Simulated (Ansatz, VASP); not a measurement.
**One calculation of InAsS3, two programs**

```
In As S
1.0
     4.79777    0.00000    0.00000
     0.00000    4.79777    0.00000
     0.00000    0.00000    4.79777
In As S
1 1 3
Direct
  0.00000 0.00000 0.00000
  0.50000 0.50000 0.50000
  0.00000 0.50000 0.50000
  0.50000 0.50000 0.00000
  0.50000 0.00000 0.50000
```

Change from the starting cell: species swapped into the YbRh3C type (Pm-3m, No. 221).

Alike in both runs: task single point; functional PBE; k mesh 4 × 4 × 4; occupations gaussian, width 0.1 eV; no spin polarisation.

```csv
,VASP,Ansatz
version,VASP 6.6.1,Ansatz 0.2.0
potentials or method,"VASP PAW PBE potentials, release 64 (In_d, As, S), cutoff 520 eV","scalar-relativistic, plane waves, PAW"
valence electrons in the cell,36,46
```

|  | VASP | Ansatz | Ansatz less VASP |
| --- | --- | --- | --- |
| gap on the k mesh at the Fermi level (eV) | none | none | - |
| pressure (GPa) | 0.2 | 0.3 | +0.06 |

A gap of «none» marks a metal or a gap that the smearing closes. VASP's potentials hold 36 valence electrons a cell and Ansatz's 46, so a difference there can come from the potentials and not from the codes.
